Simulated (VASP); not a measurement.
# Ta2N (P-3m1) in VASP: a series of runs, part 2 of 2

VASP 6.6.1.

**5. Single point, LDA (volume scaled by 1.06)**

INCAR reads:

```
PREC = Accurate ; ENCUT = 520
EDIFF = 1E-7 ; ISMEAR = -1
SIGMA = 0.05 ; LREAL = F
LASPH = T ; NELM = 60
ALGO = Normal ; ISIF = 2
LWAVE = F ; LCHARG = T
GGA = CA ; LELF = T
LVHAR = T ; NBANDS = 20
```

KPOINTS reads:

```
regular mesh
0
Gamma
  10 10 6
```

POSCAR reads:

```
Ta2N
1.0
    3.1739135059      0.0000000000      0.0000000000
   -1.5869567530      2.7486897255      0.0000000000
    0.0000000000      0.0000000000      4.9653523268
Ta N
2 1
Direct
    0.3333333333      0.6666666667      0.2547110000
    0.6666666667      0.3333333333      0.7452890000
    0.0000000000      0.0000000000      0.0000000000
```

Potentials or basis: VASP PAW LDA potentials, release 64 (Ta_pv, N).

Run with:

```
cat potpaw_LDA.64/Ta_pv/POTCAR potpaw_LDA.64/N/POTCAR > POTCAR
mpirun -np 1 vasp_std > vasp.out
```

OUTCAR:

```text
PREC = Accurate
   ENCUT = 520
   EDIFF = 1E-7
   ISMEAR = -1
   LREAL = F
   LASPH = T
   NELM = 60
   ISIF = 2
   GGA = CA

 ion  position               nearest neighbor table
   1  0.333  0.667  0.255-   3 2.23   3 2.23   3 2.23   2 3.05   2 3.05   2 3.05   2 3.12   2 3.12
                             2 3.12
   2  0.667  0.333  0.745-   3 2.23   3 2.23   3 2.23   1 3.05   1 3.05   1 3.05   1 3.12   1 3.12
                             1 3.12
   3  0.000  0.000  0.000-   1 2.23   2 2.23   2 2.23   1 2.23   2 2.23   1 2.23

  LATTYP: Found a hexagonal cell.
 ALAT       =     3.1739135059
 C/A-ratio  =     1.5644258476

  Lattice vectors:

 A1 = (   3.1739135059,   0.0000000000,   0.0000000000)
 A2 = (  -1.5869567530,   2.7486897255,   0.0000000000)
 A3 = (   0.0000000000,   0.0000000000,   4.9653523268)

Analysis of symmetry for initial positions (statically):
=====================================================================
 Subroutine PRICEL returns:
 Original cell was already a primitive cell.

 Routine SETGRP: Setting up the symmetry group for a
 hexagonal supercell.

 Subroutine GETGRP returns: Found 12 space group operations
 (whereof 12 operations were pure point group operations)
 out of a pool of 24 trial point group operations.

The static configuration has the point symmetry D_3d.

Analysis of symmetry for dynamics (positions and initial velocities):
=====================================================================
 Subroutine PRICEL returns:
 Original cell was already a primitive cell.

 Routine SETGRP: Setting up the symmetry group for a
 hexagonal supercell.

 Subroutine GETGRP returns: Found 12 space group operations
 (whereof 12 operations were pure point group operations)
 out of a pool of 24 trial point group operations.

The dynamic configuration has the point symmetry D_3d.

 Subroutine INISYM returns: Found 12 space group operations
 (whereof 12 operations are pure point group operations),
 and found     1 'primitive' translations

----------------------------------------------------------------------------------------

                                     Primitive cell

  volume of cell :      43.3182

  direct lattice vectors                    reciprocal lattice vectors
     3.173913506  0.000000000  0.000000000     0.315068447  0.181904853  0.000000000
    -1.586956753  2.748689725  0.000000000     0.000000000  0.363809706  0.000000000
     0.000000000  0.000000000  4.965352327     0.000000000  0.000000000  0.201395578

  length of vectors
     3.173913506  3.173913506  4.965352327     0.363809706  0.363809706  0.201395578

  position of ions in fractional coordinates (direct lattice)
     0.333333333  0.666666667  0.254711000
     0.666666667  0.333333333  0.745289000
     0.000000000  0.000000000  0.000000000

  ion indices of the primitive-cell ions
   primitive index   ion index
                 1           1
                 2           2
                 3           3

----------------------------------------------------------------------------------------

 KPOINTS: regular mesh

Automatic generation of k-mesh.
 Grid dimensions read from file:
 generate k-points for:   10   10    6

 Generating k-lattice:

  Cartesian coordinates                     Fractional coordinates (reciprocal lattice)
     0.031506845  0.018190485  0.000000000     0.100000000  0.000000000  0.000000000
     0.000000000  0.036380971  0.000000000     0.000000000  0.100000000  0.000000000
     0.000000000  0.000000000  0.033565930     0.000000000  0.000000000  0.166666667

  Length of vectors
     0.036380971  0.036380971  0.033565930

  Shift w.r.t. Gamma in fractional coordinates (k-lattice)
     0.000000000  0.000000000  0.000000000

 Subroutine IBZKPT returns following result:
 ===========================================

 Found     72 irreducible k-points:

 Following reciprocal coordinates:
            Coordinates               Weight
  0.000000  0.000000  0.000000      1.000000
  0.100000  0.000000  0.000000      6.000000
  0.200000  0.000000  0.000000      6.000000
  0.300000  0.000000  0.000000      6.000000
  0.400000  0.000000  0.000000      6.000000
  0.500000  0.000000  0.000000      3.000000
[... 16 lines left out ...]
  0.000000  0.400000  0.166667      6.000000
  0.500000  0.000000  0.166667      6.000000
 [... further k-points ...]
   k-points           NKPTS =     72   k-points in BZ     NKDIM =     72   number of bands    NBANDS=     20
   number of dos      NEDOS =    301   number of ions     NIONS =      3
   total plane-waves  NPLWV =  23040
   dimension x,y,z NGX =    24 NGY =   24 NGZ =   40
   dimension x,y,z NGXF=    48 NGYF=   48 NGZF=   80
   ions per type =               2   1
   NGX,Y,Z   is equivalent  to a cutoff of  12.57, 12.57, 13.39 a.u.
   NGXF,Y,Z  is equivalent  to a cutoff of  25.14, 25.14, 26.78 a.u.
 SYSTEM =  unknown system
   PREC   = accura    normal or accurate (medium, high low for compatibility)
   ISTART =      0    job   : 0-new  1-cont  2-samecut
   ICHARG =      2    charge: 1-file 2-atom 10-const
   ISPIN  =      1    spin polarized calculation?
   LNONCOLLINEAR =      F non collinear calculations
   LSORBIT =      F    spin-orbit coupling
   LASPH  =      T    aspherical Exc in radial PAW
   ENCUT  =  520.0 eV  38.22 Ry    6.18 a.u.   5.90  5.90  9.23*2*pi/ulx,y,z
   NELM   =     60;   NELMIN=  2; NELMDL= -5     # of ELM steps
   EDIFF  = 0.1E-06   stopping-criterion for ELM
   LREAL  =      F    real-space projection
   EDIFFG = 0.1E-05   stopping-criterion for IOM
   NSW    =      0    number of steps for IOM
   IBRION =     -1    ionic relax: 0-MD 1-quasi-New 2-CG
   NFREE  =      0    steps in history (QN), initial steepest desc. (CG)
   ISIF   =      2    stress and relaxation
   ISYM   =      2    0-nonsym 1-usesym 2-fastsym
   POTIM  = 0.5000    time-step for ionic-motion
   TEBEG  =    0.0;   TEEND  =   0.0 temperature during run
   PSTRESS=    0.0 pullay stress
   NELECT =      27.0000    total number of electrons
   NUPDOWN=      -1.0000    fix difference up-down
   EMIN   =  10.00;   EMAX   =-10.00  energy-range for DOS
   EFERMI =   0.00;   METHOD = LEGACY
   ISMEAR =    -1;   SIGMA  =   0.05  broadening in eV -4-tet -1-fermi 0-gaus
   EFERMI_NEDOS =   21; number of points for ismear=-14 and -15
   IALGO  =     38    algorithm
   IMIX   =      4    mixing-type and parameters
     AMIX     =   0.40;   BMIX     =  1.00
     AMIX_MAG =   1.60;   BMIX_MAG =  1.00
  volume/ion in A,a.u.               =      14.44        97.44
  Fermi-wavevector in a.u.,A,eV,Ry     =   1.398425  2.642640 26.607445  1.955592
  Thomas-Fermi vector in A             =   2.521584
   LORBIT       =      0    0 simple, 1 ext, 2 COOP (PROOUT), +10 PAW based schemes
   GGA     = CA    functional components
   LHFCALC =     F    Hartree Fock is set to
   AEXX    =    0.0000 exact exchange contribution
   IVDW    =     0    specifies the selected vdW correction
   LEPSILON=     F    determine dielectric tensor
   LRPA    =     F    only Hartree local field effects (RPA)
 non-spin polarized calculation
  energy-cutoff  :      520.00
  volume of cell :       43.32
 maximum number of plane-waves:      1186
   NGX = 11   NGY = 11   NGZ = 19

 number of electron      27.0000001 magnetization

 Free energy of the ion-electron system (eV)
  ---------------------------------------------------
  ext. energy  EPLUGINS =         0.00000000
  ---------------------------------------------------
  free energy    TOTEN  =       -37.26917510 eV

  energy without entropy =      -37.25465965  energy(sigma->0) =      -37.26191737

 E-fermi :   6.7594     XC(G=0): -12.7461

 val. band max:        6.7535673882   @ k =  -0.1000   0.4000   0.1667
 cond. band min:       6.7642939545   @ k =   0.0000   0.4000   0.3333
 fundamental gap:      0.0107265663
 Fermi energy:         6.7593690065

 k-point     1 :       0.0000    0.0000    0.0000
  band No.  band energies     occupation
      1     -28.7165      2.00000
      2     -28.1436      2.00000
      3     -28.1436      2.00000
      4     -28.0371      2.00000
      5     -28.0371      2.00000
      6     -27.9274      2.00000
[... 12 lines left out ...]
     19       7.8187      0.00000
     20      11.4865      0.00000
[... 507 lines left out ...]
 k-point    24 :       0.5000    0.0000    0.1667
  band No.  band energies     occupation
      1     -28.6736      2.00000
      2     -28.5287      2.00000
      3     -28.3161      2.00000
      4     -28.2888      2.00000
      5     -28.1129      2.00000
      6     -28.1041      2.00000
[... 12 lines left out ...]
     19      10.9164      0.00000
     20      11.6849      0.00000

 [... further k-points ...]
[... 5 lines left out ...]
  --------------------------------------------------------------------------------------
  -------------------------------------------------------------------------------------
  Total       -7.0970335     -7.0970335     -7.1595861      0.0000000     -0.0000000      0.0000000
  in kB     -262.4922942   -262.4922942   -264.8058769      0.0000000     -0.0000000      0.0000000
  external PRESSURE =    -263.2634885 kB  Pullay stress =       0.0000000 kB

 VOLUME and BASIS-vectors are now :
 -----------------------------------------------------------------------------
  energy-cutoff  :      520.00
  volume of cell :       43.32
      direct lattice vectors                 reciprocal lattice vectors
     3.173913506  0.000000000  0.000000000     0.315068447  0.181904853  0.000000000
    -1.586956753  2.748689725  0.000000000     0.000000000  0.363809706  0.000000000
     0.000000000  0.000000000  4.965352327     0.000000000  0.000000000  0.201395578

 POSITION                                       TOTAL-FORCE (eV/Angst)
 -----------------------------------------------------------------------------------
     -0.00000      1.83246      1.26473         0.000000     -0.000000     -0.691175
      1.58696      0.91623      3.70062        -0.000000      0.000000      0.691175
      0.00000      0.00000      0.00000         0.000000      0.000000      0.000000
 -----------------------------------------------------------------------------------
    total drift:                               -0.000000      0.000000      0.000000

  FREE ENERGIE OF THE ION-ELECTRON SYSTEM (eV)
  ---------------------------------------------------
  free  energy   TOTEN  =       -37.2691750968 eV

  energy  without entropy=      -37.2546596497  energy(sigma->0) =      -37.26191737
```

stdout:

```text
POSCAR found type information on POSCAR TaN
 POSCAR found :  2 types and       3 ions
 scaLAPACK will be used
 LDA part: xc-table for (Slater(with rela. corr.)+CA(PZ))
 , standard interpolation
 POSCAR, INCAR and KPOINTS ok, starting setup
 FFT: planning ... GRIDC
 FFT: planning ... GRID_SOFT
 FFT: planning ... GRID
 WAVECAR not read
 entering main loop
```

It used 33 s of CPU time on 1 thread of Intel Xeon 6975P-C (shared host).

Results:

```
Free energy   : -37.2692 eV
Pressure      : -26.3 GPa
Largest force : 0.691 eV/Å
```

Forces in eV/Å, atoms in the order of the input:
```
Ta   0.000  0.000 -0.691
Ta   0.000  0.000  0.691
N    0.000  0.000  0.000
```

Levels at points of the mesh, in eV from the Fermi level:
```tsv
k point	band 9	band 10	band 11	band 12	band 13	band 14	band 15	band 16	band 17	band 18
(0.00, 0.00, 0.00)	-5.68	-5.68	-4.79	-0.61	-0.24	-0.24	0.23	0.23	0.32	1.06
(0.50, 0.00, 0.00)	-6.18	-6.00	-4.19	-2.44	-1.31	1.62	1.73	3.38	3.61	3.87
(0.00, 0.00, 0.50)	-5.85	-5.85	-2.67	-2.49	-1.05	-1.05	1.67	1.72	2.07	2.07
(0.50, 0.00, 0.50)	-6.31	-5.76	-3.05	-2.01	-2.01	-0.21	0.65	2.97	3.23	3.62
```

Caveat: the cell differs from its parent crystal (volume scaled by 1.06); spin-orbit coupling is left out, which moves the levels of the heavy elements.

**6. Single point, PBEsol**

This run uses another cell than the first one, of 12.55 Å³/atom, 0.922 times its volume.

INCAR reads:

```
SYSTEM = Ta2N
ALGO = Normal
EDIFF = 1E-6
ENCUT = 520
GGA = PS
ISIF = 2
ISMEAR = -1
LASPH = .True.
LCHARG = .True.
LELF = .True.
LREAL = .False.
LVHAR = .True.
LWAVE = .False.
NBANDS = 20
NELM = 80
PREC = Accurate
SIGMA = 0.05
```

KPOINTS reads:

```
k-points
0
Gamma
  10 10 6
  0 0 0
```

POSCAR reads:

```
Ta2N
1.0
    2.9883470458      0.0000000000      0.0000000000
   -1.4941735229      2.5879844569      0.0000000000
    0.0000000000      0.0000000000      4.8698410000
Ta N
2 1
Direct
    0.3333333333      0.6666666667      0.2547110000
    0.6666666667      0.3333333333      0.7452890000
    0.0000000000      0.0000000000      0.0000000000
```

Potentials or basis: VASP PAW PBE potentials, release 64 (Ta_pv, N).

Run with:

```
cat potpaw_PBE.64/Ta_pv/POTCAR potpaw_PBE.64/N/POTCAR > POTCAR
mpirun -np 1 vasp_std > vasp.out
```

It took 76 s on 1 thread of Intel Xeon 8259CL, shared host; peak memory 0.19 GiB.

It converged, with:

```
Free energy   : -36.3668 eV
Pressure      : 17.4 GPa
Largest force : 0.613 eV/Å
```

Forces in eV/Å, atoms in the order of the input:
```
Ta   0.000  0.000  0.613
Ta   0.000  0.000 -0.613
N    0.000  0.000  0.000
```

Stress tensor (GPa, compression positive):
```
20.38  0.00  0.00
 0.00 20.38  0.00
 0.00  0.00 11.48
```

Levels at points of the mesh, in eV from the Fermi level:
| k point | band 11 | band 12 | band 13 | band 14 | band 15 | band 16 | band 17 | band 18 |
| --- | --- | --- | --- | --- | --- | --- | --- | --- |
| (0.00, 0.00, 0.00) | -4.95 | -1.12 | -0.25 | -0.25 | 0.30 | 0.64 | 0.64 | 1.32 |
| (0.50, 0.00, 0.00) | -4.99 | -2.56 | -1.18 | 1.45 | 2.52 | 4.42 | 4.42 | 4.71 |
| (0.00, 0.00, 0.50) | -3.33 | -2.80 | -1.05 | -1.05 | 1.77 | 2.54 | 2.54 | 2.58 |
| (0.50, 0.00, 0.50) | -3.71 | -2.06 | -2.02 | -0.44 | 0.99 | 4.07 | 4.30 | 4.80 |

Caveat: the PAW data sets were made with another functional, which shifts forces and pressure a little; spin-orbit coupling is left out, which moves the levels of the heavy elements.

**7. The runs side by side**

```csv
level,potentials or basis,cell,gap on the mesh (eV),pressure (GPa),largest force (eV/Å)
LDA,"VASP PAW LDA potentials, release 64 (Ta_pv, N)","a = 3.113, b = 3.113, c = 4.870 Å, angles 90.0, 90.0, 120.0°, 3 atoms",none,-13.2,0.40
LDA,"VASP PAW LDA potentials, release 64 (Ta_pv, N)","a = 3.154, b = 3.154, c = 4.934 Å, angles 90.0, 90.0, 120.0°, 3 atoms",none,-22.4,0.60
PBEsol,"VASP PAW PBE potentials, release 64 (Ta_pv, N)","a = 3.154, b = 3.154, c = 4.934 Å, angles 90.0, 90.0, 120.0°, 3 atoms",none,-18.2,0.45
LDA,"VASP PAW LDA potentials, release 64 (Ta_pv, N)","a = 3.174, b = 3.174, c = 4.965 Å, angles 90.0, 90.0, 120.0°, 3 atoms",none,-26.3,0.69
PBEsol,"VASP PAW PBE potentials, release 64 (Ta_pv, N)","a = 2.988, b = 2.988, c = 4.870 Å, angles 90.0, 90.0, 120.0°, 3 atoms",none,17.4,0.61
```

Alike in all rows: task single point; no spin polarisation; k mesh 10 × 10 × 6; cutoff (eV) 520; smearing fermi-dirac 0.05 eV.

Caveats: spin-orbit coupling is left out, which moves the levels of the heavy elements; the PAW data sets were made with another functional, which shifts forces and pressure a little (some runs).

Total energies depend on the potentials used, so only differences within one code and one set of settings carry meaning.
